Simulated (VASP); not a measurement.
## PbS: single point with PBE0

The system is PbS.

```
Pb S
1.0
     0.00000    2.97057    2.97057
     2.97057    0.00000    2.97057
     2.97057    2.97057    0.00000
Pb S
1 1
Direct
  0.00000 0.00000 0.00000
  0.50000 0.50000 0.50000
```

```json
{
 "Program": "VASP 6.6.1",
 "Task": "single point",
 "Functional": "PBE0",
 "Potentials or basis": "VASP PAW PBE potentials, release 64 (Pb_d, S)",
 "Cutoff": "520 eV",
 "k mesh": "6 × 6 × 6",
 "Occupations": "gaussian, width 0.01 eV",
 "Spin": "no spin polarisation"
}
```

```json
{"Pressure": "0.7 GPa", "Band gap on the k mesh": "1.42 eV"}
```

Levels at points of the mesh, in eV from the valence-band top:
```tsv
k point	band 6	band 7	band 8	band 9	band 10	band 11	band 12	band 13	band 14	band 15
(0.00, 0.00, 0.00)	-15.22	-6.52	-2.60	-2.60	-2.60	6.72	6.72	6.72	8.11	8.11
(0.50, 0.00, 0.00)	-13.91	-9.76	-2.17	-2.17	0.00	1.42	3.12	3.12	10.12	11.80
(0.50, 0.50, 0.00)	-13.43	-7.81	-5.94	-4.00	-4.00	5.03	7.15	7.26	7.26	12.91
```

Run time: 89 min on 1 thread of Oxide Virtual Turin-like Processor, with other jobs on the host, peak memory 0.18 GiB.

Caveat: the PAW data sets were made with another functional, which shifts forces and pressure a little; spin-orbit coupling is left out, which moves the levels of the heavy elements. A k mesh can miss the band edges.
